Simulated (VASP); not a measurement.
Here is a VASP 6.6.1 calculation.

Contents of INCAR:

```
  ALGO = Normal
  EDIFF = 1E-7
  ENCUT = 520
  GGA = PE
  ISIF = 2
  ISMEAR = 0
  LASPH = True
  LCHARG = True
  LELF = True
  LREAL = False
  LVHAR = True
  LWAVE = False
  NBANDS = 64
  NELM = 60
  PREC = Accurate
  SIGMA = 0.2
```

KPOINTS

```
k-points
0
Gamma
  6 4 2
```

The input POSCAR:

```
Ca2Sn2N
1.0
   -3.3868747674      0.0000000000      0.0000000000
    0.0000000000      0.0000000000     -5.1611860567
    0.0000000000    -13.4067164792      0.0000000000
Ca Sn N
4 4 2
Direct
    1.0000000000      0.0400962475      0.6193299871
    1.0000000000      0.0400962475      0.1193299871
    1.0000000000      0.0400962475      0.8806700129
    1.0000000000      0.0400962475      0.3806700129
    0.5000000000      0.5269704227      0.0000000000
    0.5000000000      0.5269704227      0.5000000000
    0.5000000000      0.5488480224      0.7500000000
    0.5000000000      0.5488480224      0.2500000000
    0.5000000000      0.1129511798      0.5000000000
    0.5000000000      0.1129511798      0.0000000000
```

Potentials or basis: VASP PAW PBE potentials, release 64 (Ca_sv, Sn_d, N).

Command:

```bash
$ cat potpaw_PBE.64/Ca_sv/POTCAR potpaw_PBE.64/Sn_d/POTCAR potpaw_PBE.64/N/POTCAR > POTCAR
$ mpirun -np 1 vasp_std > vasp.out
```

Question: Estimate the band gap on the k mesh.

Answer: Zero (bands 53 and 54 overlap by 2.36 eV).

Question: Predict the pressure.

Answer: 0.1 GPa.

Forces on the atoms (eV/Å):
```
Ca   0.000 -0.066  0.024
Ca   0.000 -0.066  0.024
Ca   0.000  0.066  0.024
Ca   0.000  0.066  0.024
Sn   0.000  0.000 -0.005
Sn   0.000  0.000 -0.005
Sn   0.000  0.000  0.010
Sn   0.000  0.000  0.010
N    0.000  0.000 -0.052
N    0.000  0.000 -0.052
```

Caveat: spin-orbit coupling is left out, which moves the levels of the heavy elements.
